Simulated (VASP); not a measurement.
Write the native input for VASP 6.6.1 that does the following.

```yaml
Task: single point
Functional: b88 exchange, pbe correlation
Potentials_or_basis: VASP PAW PBE potentials, release 64 (Pb_d, Te)
Cutoff: 500 eV
k_mesh: 7 × 7 × 7
Occupations: fermi-dirac, width 0.05 eV
Spin: no spin polarisation
Dipole_correction: no
Further_INCAR_settings: ALGO = Normal; EDIFF = 1e-06; NBANDS = 17
```

The structure of TePb lies in POSCAR:

```
TePb
1.0
    0.0000000000      3.1873324849      3.1873324849
    3.1873324849      0.0000000000      3.1873324849
    3.1873324849      3.1873324849      0.0000000000
Pb Te
1 1
Direct
    0.0000000000      0.0000000000      0.0000000000
    0.5000000000      0.5000000000      0.5000000000
```

The input as run:

INCAR

```
SYSTEM = TePb
ALGO     = Normal         ! electronic algorithm
EDIFF    = 1E-6           ! SCF threshold, eV
ENCUT    = 500            ! plane-wave cutoff, eV
GGA      = LIBXC          ! functional
GGA_COMPAT= .FALSE.      
ISIF     = 2              ! what is computed and relaxed
ISMEAR   = -1             ! smearing method
LASPH    = .TRUE.         ! aspherical terms in the spheres
LCHARG   = .FALSE.        ! write CHGCAR
LIBXC1   = GGA_X_B88    
LIBXC2   = GGA_C_PBE    
LREAL    = .FALSE.        ! projectors in reciprocal space
LWAVE    = .FALSE.        ! write WAVECAR
NBANDS   = 17             ! bands
NELM     = 120            ! most SCF steps
PREC     = Accurate       ! precision mode
SIGMA    = 0.05           ! smearing width, eV
```

KPOINTS

```
k-points
0
G
  7 7 7
  0 0 0
```

Potentials or basis: VASP PAW PBE potentials, release 64 (Pb_d, Te).

Run with:

```bash
$ cat potpaw_PBE.64/Pb_d/POTCAR potpaw_PBE.64/Te/POTCAR > POTCAR
$ mpirun -np 1 vasp_std > vasp.out
```

Results of the run:

```
Pressure : 4.0 GPa
```

Caveat: the cell stands under pressure; the PAW data sets were made with another functional, which shifts forces and pressure a little.

Run time: 17 s on 1 thread of Intel(R) Xeon(R) Platinum 8375C CPU @ 2.90GHz (Ice Lake), with other jobs on the host, peak memory 0.2 GiB.
